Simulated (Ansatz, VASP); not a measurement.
Two plane-wave programs on Ga2Sb2CO

INCAR

```
SYSTEM = Ga2Sb2CO
PREC = Accurate
ENCUT = 520
EDIFF = 1E-7
ISMEAR = 0
SIGMA = 0.1
LREAL = .False.
LASPH = .True.
NELM = 80
ALGO = Normal
ISIF = 2
LWAVE = .False.
LCHARG = .False.
LDIPOL = .True.
IDIPOL = 3
DIPOL = 0.5 0.5 0.353
GGA = PE
IVDW = 12
NBANDS = 32
```

Contents of KPOINTS:

```
regular mesh
0
Gamma
  6 6 1
  0 0 0
```

Contents of POSCAR:

```
Ga2Sb2CO
1.0
    4.3343814621      0.0000000000      0.0000000000
   -2.1671907311      3.7536844559      0.0000000000
    0.0000000000      0.0000000000     23.3197422777
Sb Ga O C
2 2 1 1
Direct
    0.0000000000      0.0000000000      0.1715284823
    0.3333333333      0.6666666667      0.3301590654
    0.3333333333      0.6666666667      0.2094685204
    0.6666666667      0.3333333333      0.3632005095
    1.1111111111      0.4444444444      0.4961350833
    1.1111111111      0.4444444444      0.5454495220
```

Input for Ansatz:

```yaml
crystal:
  lattice:
    - [4.3343814621, 0.0, 0.0]
    - [-2.1671907311, 3.7536844559, 0.0]
    - [0.0, 0.0, 23.3197422777]
  atoms:
    - { symbol: Sb, position: [0.0, 0.0, 0.1715284823] }
    - { symbol: Ga, position: [0.3333333333, 0.6666666667, 0.2094685204] }
    - { symbol: Sb, position: [0.3333333333, 0.6666666667, 0.3301590654] }
    - { symbol: Ga, position: [0.6666666667, 0.3333333333, 0.3632005095] }
    - { symbol: O, position: [1.1111111111, 0.4444444444, 0.4961350833] }
    - { symbol: C, position: [1.1111111111, 0.4444444444, 0.545449522] }
basis:
  ecutwfc: 420
kpoints:
  mp_grid: { grid: [6, 6, 1] }
hamiltonian:
  xc: pbe
  pseudopotentials: { kind: paw, azcp: { folder: soft_1 } }
  dispersion: d3bj
scf:
  occupations: { method: gaussian, width: 0.1 }
output:
  forces: true
  eigenvalues: true
efield:
  axis: 3
  dipole_correction: true
  ramp_width: 0.04
```

Alike in both runs: task single point; functional PBE; dispersion D3(BJ); k mesh 6 × 6 × 1; occupations gaussian, width 0.1 eV; no spin polarisation.

|  | VASP | Ansatz |
| --- | --- | --- |
| version | VASP 6.6.1 | Ansatz 0.2.0 |
| potentials or method | VASP PAW PBE potentials, release 64 (Sb, Ga_d, O, C), cutoff 520 eV | scalar-relativistic, plane waves, PAW |
| valence electrons in the cell | 46 | 66 |

```csv
,VASP,Ansatz,Ansatz less VASP
gap on the k mesh at the Fermi level (eV),0.03,0.02,-0.004
least direct gap on the mesh (eV),0.16,0.16,+0.004
rms of the force components (eV/Å),0.230,0.499,+0.2691
```

One of these differences is far larger than is usual between the two programs; its cause wasn't traced. VASP's potentials hold 46 valence electrons a cell and Ansatz's 66, so a difference there can come from the potentials and not from the codes.

Spin-orbit coupling is off throughout. Noted on VASP's run: the standard files for N, O and F lose accuracy on very short bonds.
